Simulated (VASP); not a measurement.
# ZrB2 (P6/mmm) in VASP: notebook

Aim: see how the results for ZrB2 move with the level of theory and the settings. Levels: PBEsol, LDA. Tasks: single point.

All numbers are computed with VASP 6.6.1; they aren't measurements. Logs are shortened: lines on timing, memory, paths and dates and some standing lists are left out, and cuts for length are marked.

### Step 1. The cell of the first run

It takes space group P6/mmm (No. 191, hexagonal). The conventional cell has a = 3.170 Å, b = 3.170 Å, c = 3.533 Å, α = 90.00°, β = 90.00°, γ = 120.00°. Within 3.6 Å of Zr (site symmetry 6/mmm) lie 12 B at 2.54 Å and 8 Zr at 3.17 to 3.53 Å. Within 2.4 Å of B (site symmetry -6m2) lie 3 B at 1.83 Å.

### Step 2. Single point, PBEsol

INCAR

```
  ALGO = Normal
  EDIFF = 1E-6
  ENCUT = 500
  GGA = PS
  GGA_COMPAT = False
  ISIF = 2
  ISMEAR = -1
  LASPH = True
  LCHARG = True
  LELF = True
  LREAL = False
  LVHAR = True
  LWAVE = False
  NBANDS = 16
  NELM = 120
  PREC = Accurate
  SIGMA = 0.05
```

KPOINTS

```
k-points
0
Gamma
  10 10 8
```

POSCAR

```
ZrB2
1.0
    3.1700000000      0.0000000000      0.0000000000
   -1.5850000000      2.7453005300      0.0000000000
    0.0000000000      0.0000000000      3.5330000000
Zr B
1 2
Direct
    0.0000000000      0.0000000000      0.0000000000
    0.3333333333      0.6666666667      0.5000000000
    0.6666666667      0.3333333333      0.5000000000
```

Potentials or basis: VASP PAW PBE potentials, release 64 (Zr_sv, B).

Run with:

```console
$ cat potpaw_PBE.64/Zr_sv/POTCAR potpaw_PBE.64/B/POTCAR > POTCAR
$ mpirun -np 1 vasp_std > vasp.out
```

OUTCAR:

```text
EDIFF = 1E-6
   ENCUT = 500
   GGA = PS
   ISIF = 2
   ISMEAR = -1
   LASPH = True
   LREAL = False
   NELM = 120
   PREC = Accurate

 ion  position               nearest neighbor table
   1  0.000  0.000  0.000-   2 2.54   3 2.54   2 2.54   3 2.54   3 2.54   3 2.54   2 2.54   2 2.54
                             3 2.54   3 2.54   2 2.54   2 2.54
   2  0.333  0.667  0.500-   3 1.83   3 1.83   3 1.83   1 2.54   1 2.54   1 2.54   1 2.54   1 2.54
                             1 2.54
   3  0.667  0.333  0.500-   2 1.83   2 1.83   2 1.83   1 2.54   1 2.54   1 2.54   1 2.54   1 2.54
                             1 2.54

  LATTYP: Found a hexagonal cell.
 ALAT       =     3.1700000000
 C/A-ratio  =     1.1145110410

  Lattice vectors:

 A1 = (   3.1700000000,   0.0000000000,   0.0000000000)
 A2 = (  -1.5850000000,   2.7453005300,   0.0000000000)
 A3 = (   0.0000000000,   0.0000000000,   3.5330000000)

Analysis of symmetry for initial positions (statically):
=====================================================================
 Subroutine PRICEL returns:
 Original cell was already a primitive cell.

 Routine SETGRP: Setting up the symmetry group for a
 hexagonal supercell.

 Subroutine GETGRP returns: Found 24 space group operations
 (whereof 24 operations were pure point group operations)
 out of a pool of 24 trial point group operations.

The static configuration has the point symmetry D_6h.

Analysis of symmetry for dynamics (positions and initial velocities):
=====================================================================
 Subroutine PRICEL returns:
 Original cell was already a primitive cell.

 Routine SETGRP: Setting up the symmetry group for a
 hexagonal supercell.

 Subroutine GETGRP returns: Found 24 space group operations
 (whereof 24 operations were pure point group operations)
 out of a pool of 24 trial point group operations.

The dynamic configuration has the point symmetry D_6h.

 Subroutine INISYM returns: Found 24 space group operations
 (whereof 24 operations are pure point group operations),
 and found     1 'primitive' translations

----------------------------------------------------------------------------------------

                                     Primitive cell

  volume of cell :      30.7463

  direct lattice vectors                    reciprocal lattice vectors
     3.170000000  0.000000000  0.000000000     0.315457413  0.182129422  0.000000000
    -1.585000000  2.745300530  0.000000000     0.000000000  0.364258845  0.000000000
     0.000000000  0.000000000  3.533000000     0.000000000  0.000000000  0.283045570

  length of vectors
     3.170000000  3.170000000  3.533000000     0.364258845  0.364258845  0.283045570

  position of ions in fractional coordinates (direct lattice)
     0.000000000  0.000000000  0.000000000
     0.333333333  0.666666667  0.500000000
     0.666666667  0.333333333  0.500000000

  ion indices of the primitive-cell ions
   primitive index   ion index
                 1           1
                 2           2
                 3           3

----------------------------------------------------------------------------------------

 KPOINTS: k-points

Automatic generation of k-mesh.
 Grid dimensions read from file:
 generate k-points for:   10   10    8

 Generating k-lattice:

  Cartesian coordinates                     Fractional coordinates (reciprocal lattice)
     0.031545741  0.018212942  0.000000000     0.100000000  0.000000000  0.000000000
     0.000000000  0.036425884  0.000000000     0.000000000  0.100000000  0.000000000
     0.000000000  0.000000000  0.035380696     0.000000000  0.000000000  0.125000000

  Length of vectors
     0.036425884  0.036425884  0.035380696

  Shift w.r.t. Gamma in fractional coordinates (k-lattice)
     0.000000000  0.000000000  0.000000000

 Subroutine IBZKPT returns following result:
 ===========================================

 Found     70 irreducible k-points:

 Following reciprocal coordinates:
            Coordinates               Weight
  0.000000  0.000000  0.000000      1.000000
  0.100000 -0.000000  0.000000      6.000000
  0.200000 -0.000000  0.000000      6.000000
  0.300000  0.000000  0.000000      6.000000
  0.400000  0.000000  0.000000      6.000000
  0.500000  0.000000  0.000000      3.000000
[... 16 lines left out ...]
  0.300000  0.100000  0.125000     24.000000
  0.400000  0.100000  0.125000     24.000000
 [... further k-points ...]
   k-points           NKPTS =     70   k-points in BZ     NKDIM =     70   number of bands    NBANDS=     16
   number of dos      NEDOS =    301   number of ions     NIONS =      3
   total plane-waves  NPLWV =  16128
   dimension x,y,z NGX =    24 NGY =   24 NGZ =   28
   dimension x,y,z NGXF=    48 NGYF=   48 NGZF=   56
   ions per type =               1   2
   NGX,Y,Z   is equivalent  to a cutoff of  12.59, 12.59, 13.18 a.u.
   NGXF,Y,Z  is equivalent  to a cutoff of  25.17, 25.17, 26.35 a.u.
 SYSTEM =  unknown system
   PREC   = accura    normal or accurate (medium, high low for compatibility)
   ISTART =      0    job   : 0-new  1-cont  2-samecut
   ICHARG =      2    charge: 1-file 2-atom 10-const
   ISPIN  =      1    spin polarized calculation?
   LNONCOLLINEAR =      F non collinear calculations
   LSORBIT =      F    spin-orbit coupling
   LASPH  =      T    aspherical Exc in radial PAW
   ENCUT  =  500.0 eV  36.75 Ry    6.06 a.u.   5.78  5.78  6.44*2*pi/ulx,y,z
   NELM   =    120;   NELMIN=  2; NELMDL= -5     # of ELM steps
   EDIFF  = 0.1E-05   stopping-criterion for ELM
   LREAL  =      F    real-space projection
   EDIFFG = 0.1E-04   stopping-criterion for IOM
   NSW    =      0    number of steps for IOM
   IBRION =     -1    ionic relax: 0-MD 1-quasi-New 2-CG
   NFREE  =      0    steps in history (QN), initial steepest desc. (CG)
   ISIF   =      2    stress and relaxation
   ISYM   =      2    0-nonsym 1-usesym 2-fastsym
   POTIM  = 0.5000    time-step for ionic-motion
   TEBEG  =    0.0;   TEEND  =   0.0 temperature during run
   PSTRESS=    0.0 pullay stress
   NELECT =      18.0000    total number of electrons
   NUPDOWN=      -1.0000    fix difference up-down
   EMIN   =  10.00;   EMAX   =-10.00  energy-range for DOS
   EFERMI =   0.00;   METHOD = LEGACY
   ISMEAR =    -1;   SIGMA  =   0.05  broadening in eV -4-tet -1-fermi 0-gaus
   EFERMI_NEDOS =   21; number of points for ismear=-14 and -15
   IALGO  =     38    algorithm
   IMIX   =      4    mixing-type and parameters
     AMIX     =   0.40;   BMIX     =  1.00
     AMIX_MAG =   1.60;   BMIX_MAG =  1.00
  volume/ion in A,a.u.               =      10.25        69.16
  Fermi-wavevector in a.u.,A,eV,Ry     =   1.369519  2.588016 25.518847  1.875582
  Thomas-Fermi vector in A             =   2.495387
   LORBIT       =      0    0 simple, 1 ext, 2 COOP (PROOUT), +10 PAW based schemes
   GGA     = PS    functional components
   LHFCALC =     F    Hartree Fock is set to
   AEXX    =    0.0000 exact exchange contribution
   IVDW    =     0    specifies the selected vdW correction
   LEPSILON=     F    determine dielectric tensor
   LRPA    =     F    only Hartree local field effects (RPA)
 non-spin polarized calculation
  energy-cutoff  :      500.00
  volume of cell :       30.75
 maximum number of plane-waves:       793
 NGX is ok and might be reduce to    24
   NGX = 11   NGY = 11   NGZ = 13

 number of electron      18.0000000 magnetization

 Free energy of the ion-electron system (eV)
  ---------------------------------------------------
  ext. energy  EPLUGINS =         0.00000000
  ---------------------------------------------------
  free energy    TOTEN  =       -26.39430185 eV

  energy without entropy =      -26.39149116  energy(sigma->0) =      -26.39289651

 E-fermi :  10.3256     XC(G=0): -12.5381

 val. band max:       10.2882533547   @ k =   0.2000   0.2000   0.1250
 cond. band min:      10.4884403119   @ k =   0.1000  -0.0000   0.5000
 fundamental gap:      0.2001869571
 Fermi energy:        10.3256008892

 k-point     1 :       0.0000    0.0000    0.0000
  band No.  band energies     occupation
      1     -38.0810      2.00000
      2     -16.3024      2.00000
      3     -15.7447      2.00000
      4     -15.7447      2.00000
      5      -2.2681      2.00000
      6       7.8048      2.00000
[... 8 lines left out ...]
     15      15.5730      0.00000
     16      15.5730      0.00000

 k-point     2 :       0.1000   -0.0000    0.0000
  band No.  band energies     occupation
      1     -38.0699      2.00000
      2     -16.2858      2.00000
      3     -15.8422      2.00000
      4     -15.7658      2.00000
      5      -2.0681      2.00000
      6       7.2395      2.00000
[... 8 lines left out ...]
     15      16.2434      0.00000
     16      16.7702      0.00000

 k-point     3 :       0.2000   -0.0000    0.0000
  band No.  band energies     occupation
      1     -38.0406      2.00000
      2     -16.2420      2.00000
      3     -16.0899      2.00000
      4     -15.8207      2.00000
      5      -1.5002      2.00000
      6       5.9874      2.00000
[... 8 lines left out ...]
     15      17.2291      0.00000
     16      18.0799      0.00000

 k-point     4 :       0.3000    0.0000    0.0000
  band No.  band energies     occupation
      1     -38.0042      2.00000
      2     -16.3826      2.00000
      3     -16.1873      2.00000
      4     -15.8876      2.00000
      5      -0.6371      2.00000
      6       4.5541      2.00000
[... 8 lines left out ...]
     15      18.2270      0.00000
     16      20.3619      0.00000

 k-point     5 :       0.4000    0.0000    0.0000
  band No.  band energies     occupation
      1     -37.9744      2.00000
      2     -16.6098      2.00000
      3     -16.1425      2.00000
      4     -15.9409      2.00000
      5       0.4439      2.00000
      6       3.1259      2.00000
[... 8 lines left out ...]
     15      19.4543      0.00000
     16      19.6969      0.00000

 k-point     6 :       0.5000    0.0000    0.0000
  band No.  band energies     occupation
      1     -37.9630      2.00000
      2     -16.6946      2.00000
      3     -16.1254      2.00000
      4     -15.9611      2.00000
      5       1.4774      2.00000
      6       1.9769      2.00000
[... 8 lines left out ...]
     15      18.1554      0.00000
     16      20.4643      0.00000
[... 267 lines left out ...]
 k-point    21 :       0.1000    0.1000    0.1250
  band No.  band energies     occupation
      1     -38.0469      2.00000
      2     -16.3094      2.00000
      3     -16.0013      2.00000
      4     -15.8069      2.00000
      5      -1.4868      2.00000
      6       6.5007      2.00000
[... 8 lines left out ...]
     15      16.9749      0.00000
     16      17.4018      0.00000

 k-point    22 :       0.2000    0.1000    0.1250
  band No.  band energies     occupation
      1     -38.0141      2.00000
      2     -16.2674      2.00000
      3     -16.2417      2.00000
      4     -15.8848      2.00000
      5      -0.8148      2.00000
      6       5.2159      2.00000
[... 8 lines left out ...]
     15      17.6784      0.00000
     16      19.0601      0.00000

 k-point    23 :       0.3000    0.1000    0.1250
  band No.  band energies     occupation
      1     -37.9809      2.00000
      2     -16.4934      2.00000
      3     -16.2032      2.00000
      4     -15.9624      2.00000
      5       0.0999      2.00000
      6       3.8113      2.00000
[... 8 lines left out ...]
     15      17.9774      0.00000
     16      20.8471      0.00000

 k-point    24 :       0.4000    0.1000    0.1250
  band No.  band energies     occupation
      1     -37.9603      2.00000
      2     -16.6373      2.00000
      3     -16.1705      2.00000
      4     -16.0098      2.00000
      5       1.2016      2.00000
      6       2.4531      2.00000
[... 8 lines left out ...]
     15      18.7381      0.00000
     16      20.5469      0.00000

 [... further k-points ...]

------------------------ aborting loop because EDIFF is reached ----------------------------------------

  FORCE on cell =-STRESS in cart. coord.  units (eV):
  Direction    XX          YY          ZZ          XY          YZ          ZX
  --------------------------------------------------------------------------------------
  -------------------------------------------------------------------------------------
  Total       -0.7075469     -0.7075469     -0.7296498      0.0000000      0.0000000      0.0000000
  in kB      -36.8699917    -36.8699917    -38.0217641      0.0000000      0.0000000      0.0000000
  external PRESSURE =     -37.2539158 kB  Pullay stress =       0.0000000 kB

 VOLUME and BASIS-vectors are now :
 -----------------------------------------------------------------------------
  energy-cutoff  :      500.00
  volume of cell :       30.75
      direct lattice vectors                 reciprocal lattice vectors
     3.170000000  0.000000000  0.000000000     0.315457413  0.182129422  0.000000000
    -1.585000000  2.745300530  0.000000000     0.000000000  0.364258845  0.000000000
     0.000000000  0.000000000  3.533000000     0.000000000  0.000000000  0.283045570

 POSITION                                       TOTAL-FORCE (eV/Angst)
 -----------------------------------------------------------------------------------
      0.00000      0.00000      0.00000         0.000000      0.000000      0.000000
     -0.00000      1.83020      1.76650        -0.000000      0.000000      0.000000
      1.58500      0.91510      1.76650         0.000000      0.000000      0.000000
 -----------------------------------------------------------------------------------
    total drift:                               -0.000000      0.000000      0.000000

  FREE ENERGIE OF THE ION-ELECTRON SYSTEM (eV)
  ---------------------------------------------------
  free  energy   TOTEN  =       -26.3943018543 eV

  energy  without entropy=      -26.3914911616  energy(sigma->0) =      -26.39289651
```

Wall time 45 s (1 thread of Intel Xeon Platinum 8259CL at 2.50GHz (Skylake/Cascade Lake), shared host); peak memory 0.15 GiB.

Results:

```
Free energy            : -26.3943 eV
Pressure               : -3.7 GPa
Band gap on the k mesh : zero (bands 9 and 10 overlap by 0.80 eV)
```

Stress tensor (GPa, compression positive):
```
-3.69  0.00  0.00
 0.00 -3.69  0.00
 0.00  0.00 -3.80
```

Caveat: the cell stands under tension; the PAW data sets were made with another functional, which shifts forces and pressure a little.

### Step 3. Single point, LDA

INCAR

```
SYSTEM = ZrB2
PREC = Accurate ; ENCUT = 500
EDIFF = 1E-6 ; ISMEAR = -1
SIGMA = 0.05 ; LREAL = .FALSE.
LASPH = .TRUE. ; NELM = 120
ALGO = Normal ; ISIF = 2
LWAVE = .FALSE. ; LCHARG = .TRUE.
LELF = .TRUE. ; LVHAR = .TRUE.
NBANDS = 16 ; GGA_COMPAT = .FALSE.
```

KPOINTS

```
Automatic mesh
0
G
  10 10 8
  0 0 0
```

POSCAR is that of step 2.

Potentials or basis: VASP PAW LDA potentials, release 64 (Zr_sv, B).

Run with:

```console
$ cat potpaw_LDA.64/Zr_sv/POTCAR potpaw_LDA.64/B/POTCAR > POTCAR
$ mpirun -np 1 vasp_std > vasp.out
```

Wall time 41 s (1 thread of Intel Xeon Platinum 8259CL at 2.50GHz (Skylake/Cascade Lake), shared host); peak memory 0.15 GiB.

It converged, with:

- Free energy: -27.4526 eV
- Pressure: -8.3 GPa
- Band gap on the k mesh: zero (bands 9 and 10 overlap by 0.80 eV)

Stress tensor (GPa, compression positive):
```
-8.62  0.00  0.00
 0.00 -8.62  0.00
 0.00  0.00 -7.68
```

Levels at points of the mesh, in eV from the Fermi level:
```tsv
k point	band 5	band 6	band 7	band 8	band 9	band 10	band 11	band 12	band 13	band 14
(0.00, 0.00, 0.00)	-12.46	-2.53	-2.53	-2.49	-2.20	3.47	3.47	4.24	4.24	5.10
(0.50, 0.00, 0.00)	-8.77	-8.23	-3.79	-2.93	-2.59	2.35	2.38	5.00	5.09	6.66
(0.00, 0.00, 0.50)	-10.40	-6.82	-0.85	-0.85	0.41	0.41	0.85	0.85	1.89	5.13
(0.50, 0.00, 0.50)	-9.68	-6.77	-4.49	-4.02	-1.84	3.80	4.28	5.38	6.35	6.54
```

Caveat: the cell stands under tension.
